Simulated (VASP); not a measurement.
Write the native input for VASP 6.6.1 that does the following.

- Task: single point
- Functional: PBEsol
- Potentials or basis: VASP PAW PBE potentials, release 64 (Eu, O)
- Cutoff: 600 eV
- k mesh: 8 × 8 × 8
- Occupations: gaussian, width 0.05 eV
- Spin: collinear spin, ferromagnetic start
- Starting moments: [7.41, -0.1] μB
- Hubbard terms: Eu f U = 6.0 eV
- Dipole correction: no
- Further INCAR settings: ALGO = Normal; EDIFF = 1e-06; NBANDS = 22

The structure of EuO lies in POSCAR:

```
EuO
1.0
    0.0000000000      2.5539196891      2.5539196891
    2.5539196891      0.0000000000      2.5539196891
    2.5539196891      2.5539196891      0.0000000000
Eu O
1 1
Direct
    0.5000000000      0.5000000000      0.5000000000
    0.0000000000      0.0000000000      0.0000000000
```

The input as run:

INCAR

```
SYSTEM = EuO
PREC     = Accurate       ! precision mode
ENCUT    = 600            ! plane-wave cutoff, eV
EDIFF    = 1E-6           ! SCF threshold, eV
ISMEAR   = 0              ! smearing method
SIGMA    = 0.05           ! smearing width, eV
LREAL    = .FALSE.        ! projectors in reciprocal space
LASPH    = .TRUE.         ! aspherical terms in the spheres
NELM     = 200            ! most SCF steps
ALGO     = Normal         ! electronic algorithm
ISIF     = 2              ! what is computed and relaxed
LWAVE    = .FALSE.        ! write WAVECAR
LCHARG   = .TRUE.         ! write CHGCAR
ISPIN    = 2              ! spin polarisation
MAGMOM   = 7.41 -0.1      ! initial moments
LORBIT   = 11             ! projections on sites
LMAXMIX  = 6              ! l up to which the mixer works
LDAU     = .TRUE.         ! DFT+U
LDAUTYPE = 2            
LDAUL    = 3 -1           ! shell
LDAUU    = 6 0            ! U, eV
LDAUJ    = 0 0          
LDAUPRINT= 1            
GGA      = PS             ! functional
LELF     = .TRUE.         ! ELF
LVHAR    = .TRUE.       
NBANDS   = 22             ! bands
GGA_COMPAT= .FALSE.
```

KPOINTS

```
regular mesh
0
G
  8 8 8
  0 0 0
```

Potentials or basis: VASP PAW PBE potentials, release 64 (Eu, O).

Launch:

```bash
$ cat potpaw_PBE.64/Eu/POTCAR potpaw_PBE.64/O/POTCAR > POTCAR
$ mpirun -np 1 vasp_std > vasp.out
```

It gave:

```yaml
Pressure: -2.0 GPa
Band_gap_on_the_k_mesh: zero (filled and empty bands overlap)
Net_moment: 7.00 μB per cell
Site_moments: Eu +6.73; O -0.10 μB
Valence_electrons_inside_the_program's_atomic_spheres: Eu 14.92; O 4.94
```

Caveat: the PAW data sets were made with another functional, which shifts forces and pressure a little; spin-orbit coupling is left out, which moves the levels of the heavy elements; a cell with one magnetic atom can't hold antiferromagnetic order, which such compounds often take.

Wall time 98 s on 1 thread of Intel Xeon 8259CL, with other jobs on the host, peak memory 0.23 GiB.
